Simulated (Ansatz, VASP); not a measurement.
# Two plane-wave programs on B2N

```xyz
6
Lattice="-1.8051 1.8051 3.7518 1.8051 -1.8051 3.7518 1.8051 1.8051 -3.7518" Properties=species:S:1:pos:R:3 pbc="T T T"
B     0.9276    0.9276    0.0000
B     0.8775   -0.8775    3.7518
B    -0.8775    0.8775    3.7518
B     0.8775    0.8775    3.7518
N     0.0000    0.0000    4.8372
N     0.0000    0.0000    2.6665
```

Alike in both runs: task relaxation of cell and atoms; functional PBE; k mesh 14 × 14 × 14; occupations gaussian, width 0.1 eV; no spin polarisation.

|  | VASP | Ansatz |
| --- | --- | --- |
| version | VASP 6.6.1 | Ansatz 0.2.0 |
| potentials or method | VASP PAW PBE potentials, release 64 (B, N), cutoff 600 eV | scalar-relativistic, plane waves, PAW |
| valence electrons in the cell | 22 | 22 |

Ansatz gave:

- gap on the k mesh at the Fermi level, each at its own relaxed structure (eV): none
- relaxed volume (Å³/atom): 8.22
- relaxed length of the cell vector where the two differ most in proportion (Å): 4.567

**Question.** Estimate VASP's values.

**Answer.** gap on the k mesh at the Fermi level, each at its own relaxed structure (eV): none; relaxed volume (Å³/atom): 8.14; relaxed length of the cell vector where the two differ most in proportion (Å): 4.539.

A gap of «none» marks a metal or a gap that the smearing closes.
